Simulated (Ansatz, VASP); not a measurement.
# Two plane-wave programs on H20CO9

```
O H C
1.0
     6.74600    0.00000    0.00000
     0.00000    6.74600    0.00000
     0.00000    0.00000    6.74600
O H C
9 20 1
Cartesian
  0.8768 2.8169 2.3780
  2.6778 4.8247 2.7339
  5.7397 3.8003 4.2298
  4.9291 5.6012 -0.7090
  1.9278 1.3903 4.2655
  4.7487 -0.2024 2.7222
  3.1716 3.5977 4.8883
  -0.1375 5.6342 1.2487
  4.0622 1.0916 0.5944
  1.5646 3.5248 2.2458
  0.1143 3.2996 2.7846
  1.9282 5.4503 2.7792
  2.7749 4.3838 3.6806
  6.2554 3.1910 4.7939
  5.6018 4.6271 4.7983
  4.1482 5.0166 -0.5705
  5.5788 5.4959 0.0903
  2.6737 0.8383 3.9538
  1.5146 1.8506 3.4434
  4.4044 0.3585 1.9459
  4.0754 -0.9426 2.7631
  2.6826 2.7078 4.7987
  4.1143 3.4403 4.5845
  -0.8040 6.0314 1.9576
  0.4702 6.3439 0.9664
  4.6128 2.7864 1.5888
  4.3948 0.4325 -0.0804
  5.9295 2.0791 0.6183
  4.5498 2.9495 -0.1865
  4.8368 2.2713 0.6371
```

Alike in both runs: functional LDA; k mesh 1 × 1 × 1; occupations fermi-dirac, width 0.05 eV; no spin polarisation.

Ansatz relaxed the structure, and its values are those at the end. VASP's run is a single point on that final structure, the one shown.

|  | VASP | Ansatz |
| --- | --- | --- |
| version | VASP 6.6.1 | Ansatz 0.2.0 |
| potentials or method | VASP PAW LDA potentials, release 64 (O_h, H_h, C_h), cutoff 1000 eV | scalar-relativistic, plane waves, PAW |
| valence electrons in the cell | 78 | 78 |

VASP gave:

| Property | Result |
| --- | --- |
| rms of the force components (eV/Å) | 0.059 |

Question: Estimate Ansatz's values.

Answer: rms of the force components (eV/Å): 0.064.

LDA's correlation is that of Perdew and Zunger in VASP and of Perdew and Wang (1992) in Ansatz.
